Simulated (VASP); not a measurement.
# Ti3Al (Pm) in VASP: single point with PBE

Aim: the single point of Ti3Al with PBE.

Program: VASP 6.6.1. These are calculated values, not measurements. Logs are shortened: lines on timing, memory, paths and dates and some standing lists are left out, and cuts for length are marked.

### Step 1. The cell of the first run

The structure is monoclinic, space group Pm (No. 6). Conventional cell: a = 2.930 Å, b = 9.232 Å, c = 2.930 Å, α = 90.00°, β = 120.00°, γ = 90.00°. Ti (site symmetry m) has 14 Ti at 2.71 to 3.72 Å within 3.8 Å. Within 3.8 Å of Ti (site symmetry 1) lie 10 Ti at 2.71 to 3.72 Å and 3 Al at 2.80 to 2.91 Å. Al (site symmetry m) has 6 Ti at 2.80 to 2.91 Å and 6 Al at 2.93 Å within 3.7 Å.

### Step 2. Single point, PBE (atoms displaced along several vibrational modes)

Input file INCAR:

```
SYSTEM = Ti3Al
PREC = Accurate
ENCUT = 520
EDIFF = 1E-6
ISMEAR = 0
SIGMA = 0.15
LREAL = .False.
LASPH = .True.
NELM = 60
ALGO = Fast
ISIF = 2
LWAVE = .False.
LCHARG = .False.
GGA = PE
NBANDS = 28
```

Input file KPOINTS:

```
Automatic mesh
0
Gamma
  15 15 6
  0 0 0
```

Input file POSCAR:

```
Ti3Al
1.0
    2.9297375378      0.0000000000      0.0000000000
   -1.4648687689      2.5372271341      0.0000000000
    0.0000000000      0.0000000000      9.2315308735
Ti Al
3 1
Direct
    0.5290886857      0.2889147638      0.0000000000
    0.3767719055      0.6806912891      0.7504575700
    0.3767719055      0.6806912891      0.2495424300
    0.7566132408      0.3623735775      0.5000000000
```

Potentials or basis: VASP PAW PBE potentials, release 64 (Ti_sv, Al).

Started as:

```sh
> cat potpaw_PBE.64/Ti_sv/POTCAR potpaw_PBE.64/Al/POTCAR > POTCAR
> mpirun -np 1 vasp_std > vasp.out
```

OUTCAR:

```text
SYSTEM = Ti3Al
   PREC = Accurate
   ENCUT = 520
   EDIFF = 1E-6
   ISMEAR = 0
   LREAL = .False.
   LASPH = .True.
   NELM = 60
   ISIF = 2
   GGA = PE

 ion  position               nearest neighbor table
   1  0.529  0.289  0.000-   2 2.71   3 2.71   2 2.81   3 2.81
   2  0.377  0.681  0.750-   1 2.71   4 2.80   1 2.81   4 2.89   4 2.91
   3  0.377  0.681  0.250-   1 2.71   4 2.80   1 2.81   4 2.89   4 2.91
   4  0.757  0.362  0.500-   2 2.80   3 2.80   2 2.89   3 2.89   2 2.91   3 2.91

  LATTYP: Found a hexagonal cell.
 ALAT       =     2.9297375378
 C/A-ratio  =     3.1509753875

  Lattice vectors:

 A1 = (   2.9297375378,   0.0000000000,   0.0000000000)
 A2 = (  -1.4648687689,   2.5372271341,   0.0000000000)
 A3 = (   0.0000000000,   0.0000000000,   9.2315308735)

Analysis of symmetry for initial positions (statically):
=====================================================================
 Subroutine PRICEL returns:
 Original cell was already a primitive cell.

 Routine SETGRP: Setting up the symmetry group for a
 hexagonal supercell.

 Subroutine GETGRP returns: Found  2 space group operations
 (whereof  2 operations were pure point group operations)
 out of a pool of 24 trial point group operations.

The static configuration has the point symmetry C_1h.

Analysis of symmetry for dynamics (positions and initial velocities):
=====================================================================
 Subroutine PRICEL returns:
 Original cell was already a primitive cell.

 Routine SETGRP: Setting up the symmetry group for a
 hexagonal supercell.

 Subroutine GETGRP returns: Found  2 space group operations
 (whereof  2 operations were pure point group operations)
 out of a pool of 24 trial point group operations.

The dynamic configuration has the point symmetry C_1h.

 Subroutine INISYM returns: Found  2 space group operations
 (whereof  2 operations are pure point group operations),
 and found     1 'primitive' translations

----------------------------------------------------------------------------------------

                                     Primitive cell

  volume of cell :      68.6218

  direct lattice vectors                    reciprocal lattice vectors
     2.929737538  0.000000000  0.000000000     0.341327504  0.197065526  0.000000000
    -1.464868769  2.537227134  0.000000000     0.000000000  0.394131052  0.000000000
     0.000000000  0.000000000  9.231530874     0.000000000  0.000000000  0.108324395

  length of vectors
     2.929737538  2.929737538  9.231530874     0.394131052  0.394131052  0.108324395

  position of ions in fractional coordinates (direct lattice)
     0.529088686  0.288914764  0.000000000
     0.376771906  0.680691289  0.750457570
     0.376771906  0.680691289  0.249542430
     0.756613241  0.362373578  0.500000000

  ion indices of the primitive-cell ions
   primitive index   ion index
                 1           1
                 2           2
                 3           3
                 4           4

----------------------------------------------------------------------------------------

 KPOINTS: Automatic mesh

Automatic generation of k-mesh.
 Grid dimensions read from file:
 generate k-points for:   15   15    6

 Generating k-lattice:

  Cartesian coordinates                     Fractional coordinates (reciprocal lattice)
     0.022755167  0.013137702  0.000000000     0.066666667  0.000000000  0.000000000
     0.000000000  0.026275403  0.000000000     0.000000000  0.066666667  0.000000000
     0.000000000  0.000000000  0.018054066     0.000000000  0.000000000  0.166666667

  Length of vectors
     0.026275403  0.026275403  0.018054066

  Shift w.r.t. Gamma in fractional coordinates (k-lattice)
     0.000000000  0.000000000  0.000000000

 Subroutine IBZKPT returns following result:
 ===========================================

 Found    452 irreducible k-points:

 Following reciprocal coordinates:
            Coordinates               Weight
  0.000000  0.000000  0.000000      1.000000
  0.066667  0.000000  0.000000      2.000000
  0.000000  0.066667  0.000000      2.000000
 -0.066667  0.066667  0.000000      2.000000
  0.133333  0.000000  0.000000      2.000000
  0.000000  0.133333  0.000000      2.000000
[... 16 lines left out ...]
  0.066667  0.066667  0.000000      2.000000
 -0.066667  0.133333  0.000000      2.000000
 [... further k-points ...]
   k-points           NKPTS =    452   k-points in BZ     NKDIM =    452   number of bands    NBANDS=     28
   number of dos      NEDOS =    301   number of ions     NIONS =      4
   total plane-waves  NPLWV =  40320
   dimension x,y,z NGX =    24 NGY =   24 NGZ =   70
   dimension x,y,z NGXF=    48 NGYF=   48 NGZF=  140
   ions per type =               3   1
   NGX,Y,Z   is equivalent  to a cutoff of  13.62, 13.62, 12.61 a.u.
   NGXF,Y,Z  is equivalent  to a cutoff of  27.24, 27.24, 25.21 a.u.
 SYSTEM =  Ti3Al
   PREC   = accura    normal or accurate (medium, high low for compatibility)
   ISTART =      0    job   : 0-new  1-cont  2-samecut
   ICHARG =      2    charge: 1-file 2-atom 10-const
   ISPIN  =      1    spin polarized calculation?
   LNONCOLLINEAR =      F non collinear calculations
   LSORBIT =      F    spin-orbit coupling
   LASPH  =      T    aspherical Exc in radial PAW
   ENCUT  =  520.0 eV  38.22 Ry    6.18 a.u.   5.45  5.45 17.16*2*pi/ulx,y,z
   NELM   =     60;   NELMIN=  2; NELMDL= -5     # of ELM steps
   EDIFF  = 0.1E-05   stopping-criterion for ELM
   LREAL  =      F    real-space projection
   EDIFFG = 0.1E-04   stopping-criterion for IOM
   NSW    =      0    number of steps for IOM
   IBRION =     -1    ionic relax: 0-MD 1-quasi-New 2-CG
   NFREE  =      0    steps in history (QN), initial steepest desc. (CG)
   ISIF   =      2    stress and relaxation
   ISYM   =      2    0-nonsym 1-usesym 2-fastsym
   POTIM  = 0.5000    time-step for ionic-motion
   TEBEG  =    0.0;   TEEND  =   0.0 temperature during run
   PSTRESS=    0.0 pullay stress
   NELECT =      39.0000    total number of electrons
   NUPDOWN=      -1.0000    fix difference up-down
   EMIN   =  10.00;   EMAX   =-10.00  energy-range for DOS
   EFERMI =   0.00;   METHOD = LEGACY
   ISMEAR =     0;   SIGMA  =   0.15  broadening in eV -4-tet -1-fermi 0-gaus
   EFERMI_NEDOS =   21; number of points for ismear=-14 and -15
   IALGO  =     68    algorithm
   IMIX   =      4    mixing-type and parameters
     AMIX     =   0.40;   BMIX     =  1.00
     AMIX_MAG =   1.60;   BMIX_MAG =  1.00
  volume/ion in A,a.u.               =      17.16       115.77
  Fermi-wavevector in a.u.,A,eV,Ry     =   1.356050  2.562563 25.019375  1.838872
  Thomas-Fermi vector in A             =   2.483086
   LORBIT       =      0    0 simple, 1 ext, 2 COOP (PROOUT), +10 PAW based schemes
   GGA     = PE    functional components
   LHFCALC =     F    Hartree Fock is set to
   AEXX    =    0.0000 exact exchange contribution
   IVDW    =     0    specifies the selected vdW correction
   LEPSILON=     F    determine dielectric tensor
   LRPA    =     F    only Hartree local field effects (RPA)
 non-spin polarized calculation
 RMM-DIIS sequential band-by-band and
 Gauss-broadening in eV      SIGMA  =   0.15
  energy-cutoff  :      520.00
  volume of cell :       68.62
 maximum number of plane-waves:      1907
 NGX is ok and might be reduce to    24
   NGX = 11   NGY = 11   NGZ = 35

 number of electron      38.9999992 magnetization

 Free energy of the ion-electron system (eV)
  ---------------------------------------------------
  ext. energy  EPLUGINS =         0.00000000
  ---------------------------------------------------
  free energy    TOTEN  =       -27.64469443 eV

  energy without entropy =      -27.59379386  energy(sigma->0) =      -27.61924414

 E-fermi :   7.9233     XC(G=0): -11.1799

 val. band max:        7.9231570733   @ k =  -0.1333   0.3333   0.5000
 cond. band min:       7.9245656013   @ k =   0.2000   0.0667   0.3333
 fundamental gap:      0.0014085280
 Fermi energy:         7.9233398264

 k-point     1 :       0.0000    0.0000    0.0000
  band No.  band energies     occupation
      1     -48.7346      2.00000
      2     -48.7076      2.00000
      3     -48.5804      2.00000
      4     -25.2551      2.00000
      5     -25.0199      2.00000
      6     -24.7101      2.00000
[... 20 lines left out ...]
     27      10.4462      0.00000
     28      10.4837      0.00000

 k-point     2 :       0.0667    0.0000    0.0000
  band No.  band energies     occupation
      1     -48.7311      2.00000
      2     -48.7044      2.00000
      3     -48.5776      2.00000
      4     -25.2497      2.00000
      5     -25.0177      2.00000
      6     -24.7154      2.00000
[... 20 lines left out ...]
     27      10.4971      0.00000
     28      10.5479      0.00000

 k-point     3 :       0.0000    0.0667    0.0000
  band No.  band energies     occupation
      1     -48.7305      2.00000
      2     -48.7044      2.00000
      3     -48.5781      2.00000
      4     -25.2474      2.00000
      5     -25.0208      2.00000
      6     -24.7252      2.00000
[... 20 lines left out ...]
     27      10.4650      0.00000
     28      10.4888      0.00000

 k-point     4 :      -0.0667    0.0667    0.0000
  band No.  band energies     occupation
      1     -48.7305      2.00000
      2     -48.7044      2.00000
      3     -48.5782      2.00000
      4     -25.2471      2.00000
      5     -25.0212      2.00000
      6     -24.7262      2.00000
[... 20 lines left out ...]
     27      10.4230      0.00000
     28      10.5350      0.00000

 k-point     5 :       0.1333    0.0000    0.0000
  band No.  band energies     occupation
      1     -48.7212      2.00000
      2     -48.6955      2.00000
      3     -48.5697      2.00000
      4     -25.2347      2.00000
      5     -25.0120      2.00000
      6     -24.7576      2.00000
[... 20 lines left out ...]
     27      10.4149      0.00000
     28      10.5259      0.00000

 k-point     6 :       0.0000    0.1333    0.0000
  band No.  band energies     occupation
      1     -48.7190      2.00000
      2     -48.6955      2.00000
      3     -48.5718      2.00000
      4     -25.2256      2.00000
      5     -25.0254      2.00000
      6     -24.7768      2.00000
[... 463 lines left out ...]
      5     -25.1981      2.00000
      6     -25.1304      2.00000
[... 20 lines left out ...]
     27      11.3767      0.00000
     28      11.4924      0.00000

 k-point    22 :      -0.4667    0.4667    0.0000
  band No.  band energies     occupation
      1     -48.6355      2.00000
      2     -48.6347      2.00000
      3     -48.5337      2.00000
      4     -25.2300      2.00000
      5     -25.2049      2.00000
      6     -25.1289      2.00000
[... 20 lines left out ...]
     27      11.3738      0.00000
     28      11.4843      0.00000

 k-point    23 :       0.0667    0.0667    0.0000
  band No.  band energies     occupation
      1     -48.7239      2.00000
      2     -48.6984      2.00000
      3     -48.5728      2.00000
      4     -25.2374      2.00000
      5     -25.0166      2.00000
      6     -24.7436      2.00000
[... 20 lines left out ...]
     27      10.4700      0.00000
     28      10.5151      0.00000

 k-point    24 :      -0.0667    0.1333    0.0000
  band No.  band energies     occupation
      1     -48.7221      2.00000
      2     -48.6983      2.00000
      3     -48.5744      2.00000
      4     -25.2300      2.00000
      5     -25.0275      2.00000
      6     -24.7657      2.00000
[... 20 lines left out ...]
     27      10.3997      0.00000
     28      10.5734      0.00000

 [... further k-points ...]

------------------------ aborting loop because EDIFF is reached ----------------------------------------

  FORCE on cell =-STRESS in cart. coord.  units (eV):
  Direction    XX          YY          ZZ          XY          YZ          ZX
  --------------------------------------------------------------------------------------
  -------------------------------------------------------------------------------------
  Total       -0.4079317     -0.2505356      0.3027733     -0.5186190      0.0000000      0.0000000
  in kB       -9.5243689     -5.8494928      7.0691360    -12.1086925      0.0000000      0.0000000
  external PRESSURE =      -2.7682419 kB  Pullay stress =       0.0000000 kB

 VOLUME and BASIS-vectors are now :
 -----------------------------------------------------------------------------
  energy-cutoff  :      520.00
  volume of cell :       68.62
      direct lattice vectors                 reciprocal lattice vectors
     2.929737538  0.000000000  0.000000000     0.341327504  0.197065526  0.000000000
    -1.464868769  2.537227134  0.000000000     0.000000000  0.394131052  0.000000000
     0.000000000  0.000000000  9.231530874     0.000000000  0.000000000  0.108324395

 POSITION                                       TOTAL-FORCE (eV/Angst)
 -----------------------------------------------------------------------------------
      1.12687      0.73304      0.00000         0.474274      0.066794      0.000000
      0.10672      1.72707      6.92787        -0.114682      0.023349     -0.041407
      0.10672      1.72707      2.30366        -0.114682      0.023349      0.041407
      1.68585      0.91942      4.61577        -0.244911     -0.113493      0.000000
 -----------------------------------------------------------------------------------
    total drift:                               -0.000278     -0.000279      0.000000

  FREE ENERGIE OF THE ION-ELECTRON SYSTEM (eV)
  ---------------------------------------------------
  free  energy   TOTEN  =       -27.6446944313 eV

  energy  without entropy=      -27.5937938552  energy(sigma->0) =      -27.61924414
```

It took 22 min on 1 thread of Intel Xeon 6975P-C (Granite Rapids), shared host; peak memory 0.76 GiB.

What came out:

| Property | Result |
| --- | --- |
| Free energy | -27.6447 eV |
| Pressure | -0.3 GPa |
| Largest force | 0.479 eV/Å |
| Band gap on the k mesh | zero (an odd number of electrons rules out a gap without spin polarisation) |

Forces on the atoms (eV/Å):
```
Ti   0.474  0.067  0.000
Ti  -0.115  0.023 -0.041
Ti  -0.115  0.023  0.041
Al  -0.245 -0.113  0.000
```

Caveat: the cell differs from its parent crystal (atoms displaced along several vibrational modes).
